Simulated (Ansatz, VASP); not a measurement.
# Si in VASP and in Ansatz

File INCAR:

```
  PREC = Accurate
  ENCUT = 520
  EDIFF = 1E-6
  ISMEAR = 0
  SIGMA = 0.02
  LREAL = False
  LASPH = True
  NELM = 100
  ALGO = Normal
  ISIF = 2
  LWAVE = False
  LCHARG = False
  NBANDS = 11
```

The input KPOINTS:

```
Automatic mesh
0
Gamma
  12 12 12
```

The input POSCAR:

```
Si
1.0
    0.0000000000      2.7009841764      2.7009841764
    2.7009841764      0.0000000000      2.7009841764
    2.7009841764      2.7009841764      0.0000000000
Si
2
Direct
    0.7500000000      0.7500000000      0.7500000000
    0.5000000000      0.5000000000      0.5000000000
```

Input for Ansatz:

```yaml
crystal:
  lattice:
    - [0.0, 2.7009841741, 2.7009841741]
    - [2.7009841741, 0.0, 2.7009841741]
    - [2.7009841741, 2.7009841741, 0.0]
  atoms:
    - { symbol: Si, position: [0.75, 0.75, 0.75] }
    - { symbol: Si, position: [0.5, 0.5, 0.5] }
basis:
  ecutwfc: 420
kpoints:
  mp_grid: { grid: [12, 12, 12] }
  band_path: { path: [VBM, CBM], npoints: 2 }
hamiltonian:
  xc: lda
scf:
  occupations: { method: gaussian, width: 0.02 }
output:
  forces: true
  stress: true
  eigenvalues: true
```

Alike in both runs: task single point; functional LDA; k mesh 12 × 12 × 12; occupations gaussian, width 0.02 eV; no spin polarisation.

|  | VASP | Ansatz |
| --- | --- | --- |
| version | VASP 6.6.1 | Ansatz 0.2.0 |
| potentials or method | VASP PAW LDA potentials, release 64 (Si), cutoff 520 eV | scalar-relativistic, plane waves, PAW |
| valence electrons in the cell | 8 | 8 |

|  | VASP | Ansatz | Ansatz less VASP |
| --- | --- | --- | --- |
| gap on the k mesh at the Fermi level (eV) | 0.44 | 0.44 | +0.002 |
| least direct gap on the mesh (eV) | 2.53 | 2.53 | +0.002 |
| pressure (GPa) | 0.0 | 0.0 | -0.04 |

LDA's correlation is that of Perdew and Zunger in VASP and of Perdew and Wang (1992) in Ansatz.
